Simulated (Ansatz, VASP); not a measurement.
## AlGa3N4 in VASP and in Ansatz

```xyz
8
Lattice="4.4653 0.0000 0.0000 0.0000 4.4653 0.0000 0.0000 0.0000 4.5770" Properties=species:S:1:pos:R:3 pbc="T T T"
Al    0.0000    0.0000    0.0000
Ga    2.2327    2.2327    0.0000
Ga    2.2327    0.0000    2.2885
Ga    0.0000    2.2327    2.2885
N     3.3729    3.3729    1.1198
N     3.3729    1.0924    3.4572
N     1.0924    3.3729    3.4572
N     1.0924    1.0924    1.1198
```

Change from the starting cell: strain +0.000 along x and y, +0.025 along z, atoms carried along.

Alike in both runs: task single point; functional r2SCAN; k mesh 6 × 6 × 6; occupations gaussian, width 0.05 eV; no spin polarisation.

|  | VASP | Ansatz |
| --- | --- | --- |
| version | VASP 6.6.1 | Ansatz 0.2.0 |
| potentials or method | VASP PAW PBE potentials, release 64 (Al, Ga_d, N), cutoff 520 eV | scalar-relativistic, plane waves, PAW |
| valence electrons in the cell | 62 | 62 |

```csv
,VASP,Ansatz,Ansatz less VASP
gap on the k mesh at the Fermi level (eV),2.60,2.60,-0.001
least direct gap on the mesh (eV),2.60,2.60,-0.001
pressure (GPa),-4.1,-4.7,-0.62
"traceless stress, the component that is largest in VASP (GPa)",-2.32,-2.40,-0.083
rms of the force components (eV/Å),0.032,0.009,-0.0221
```

VASP's potentials were made for PBE, not for r2SCAN. Atom by atom the forces differ by 0.032 eV/Å (rms over components). With one functional, cell and mesh, what is left measures potentials, basis and numerics.
